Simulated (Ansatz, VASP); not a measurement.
## Two plane-wave programs on KF

```
K F
1.0
     0.00000    2.65329    2.65329
     2.65329    0.00000    2.65329
     2.65329    2.65329    0.00000
K F
1 1
Direct
  0.00000 0.00000 0.00000
  0.50000 0.50000 0.50000
```

Alike in both runs: task single point; functional PBEsol; k mesh 6 × 6 × 6; occupations gaussian, width 0.02 eV; no spin polarisation.

|  | VASP | Ansatz |
| --- | --- | --- |
| version | VASP 6.6.1 | Ansatz 0.2.0 |
| potentials or method | VASP PAW PBE potentials, release 64 (K_sv, F), cutoff 600 eV | scalar-relativistic, plane waves, PAW |
| valence electrons in the cell | 16 | 16 |

|  | VASP | Ansatz | Ansatz less VASP |
| --- | --- | --- | --- |
| gap on the k mesh at the Fermi level (eV) | 6.14 | 6.15 | +0.016 |
| least direct gap on the mesh (eV) | 6.14 | 6.15 | +0.016 |
| pressure (GPa) | 0.0 | 0.0 | -0.05 |

VASP's potentials were made for PBE, not for PBEsol, and Ansatz warns of the same on its side. The functional is the same, so the differences come from potentials, cutoffs and numerics.
